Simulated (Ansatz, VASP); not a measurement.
## Two plane-wave programs on MoS2

```xyz
6
Lattice="3.1214 0.0000 0.0000 -1.5607 2.7032 0.0000 0.0000 0.0000 14.9883" Properties=species:S:1:pos:R:3 pbc="T T T"
Mo    1.5607    0.9011    3.7471
Mo    0.0000    1.8021   11.2412
S     1.5607    0.9011    9.6568
S     0.0000    1.8021    5.3315
S     1.5607    0.9011   12.8256
S     0.0000    1.8021    2.1627
```

Alike in both runs: task single point; functional PBE; k mesh 12 × 12 × 2; occupations gaussian, width 0.02 eV; no spin polarisation.

|  | VASP | Ansatz |
| --- | --- | --- |
| version | VASP 6.6.1 | Ansatz 0.2.0 |
| potentials or method | VASP PAW PBE potentials, release 64 (Mo_sv, S), cutoff 520 eV | scalar-relativistic, plane waves, PAW |
| valence electrons in the cell | 52 | 52 |

```csv
,VASP,Ansatz,Ansatz less VASP
gap on the k mesh at the Fermi level (eV),1.69,1.69,+0.001
least direct gap on the mesh (eV),1.91,1.90,-0.004
pressure (GPa),3.0,3.2,+0.11
"traceless stress, the component that is largest in VASP (GPa)",-3.20,-3.16,+0.044
rms of the force components (eV/Å),0.006,0.000,-0.0060
```

Atom by atom the forces differ by 0.006 eV/Å (rms over components). The functional is the same, so the differences come from potentials, cutoffs and numerics.
